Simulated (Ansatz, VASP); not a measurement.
**Sr in VASP and in Ansatz**

INCAR

```
SYSTEM = Sr
ALGO     = Fast           ! electronic algorithm
EDIFF    = 1E-6           ! SCF threshold, eV
ENCUT    = 520            ! plane-wave cutoff, eV
GGA      = PS             ! functional
ISIF     = 2              ! what is computed and relaxed
ISMEAR   = 0              ! smearing method
LASPH    = .True.         ! aspherical terms in the spheres
LCHARG   = .True.         ! write CHGCAR
LELF     = .True.         ! ELF
LREAL    = .False.        ! projectors in reciprocal space
LVHAR    = .True.       
LWAVE    = .False.        ! write WAVECAR
NBANDS   = 11             ! bands
NELM     = 60             ! most SCF steps
PREC     = Accurate       ! precision mode
SIGMA    = 0.03           ! smearing width, eV
```

The input KPOINTS:

```
k-points
0
Gamma
  10 10 10
  0 0 0
```

Contents of POSCAR:

```
Sr
1.0
    0.0000000000      3.1184087500      3.1944675000
    3.1184087500      0.0000000000      3.1944675000
    3.1184087500      3.1184087500      0.0000000000
Sr
1
Direct
    0.0000000000      0.0000000000      0.0000000000
```

Input for Ansatz:

```yaml
crystal:
  lattice:
    - [0.0, 3.11840875, 3.1944675]
    - [3.11840875, 0.0, 3.1944675]
    - [3.11840875, 3.11840875, 0.0]
  atoms:
    - { symbol: Sr, position: [0.0, 0.0, 0.0] }
basis:
  ecutwfc: 420
kpoints:
  mp_grid: { grid: [10, 10, 10] }
hamiltonian:
  xc: pbesol
scf:
  occupations: { method: gaussian, width: 0.03 }
output:
  forces: true
  stress: true
  eigenvalues: true
```

Change from the starting cell: strain +0.025 along x and y, +0.050 along z, atoms carried along.

Alike in both runs: task single point; functional PBEsol; k mesh 10 × 10 × 10; occupations gaussian, width 0.03 eV; no spin polarisation.

```csv
,VASP,Ansatz
version,VASP 6.6.1,Ansatz 0.2.0
potentials or method,"VASP PAW PBE potentials, release 64 (Sr_sv), cutoff 520 eV","scalar-relativistic, plane waves, PAW"
valence electrons in the cell,10,10
```

|  | VASP | Ansatz | Ansatz less VASP |
| --- | --- | --- | --- |
| gap on the k mesh at the Fermi level (eV) | none | none | - |
| pressure (GPa) | -1.6 | -1.6 | -0.01 |

VASP's potentials were made for PBE, not for PBEsol. A gap of «none» marks a metal or a gap that the smearing closes.
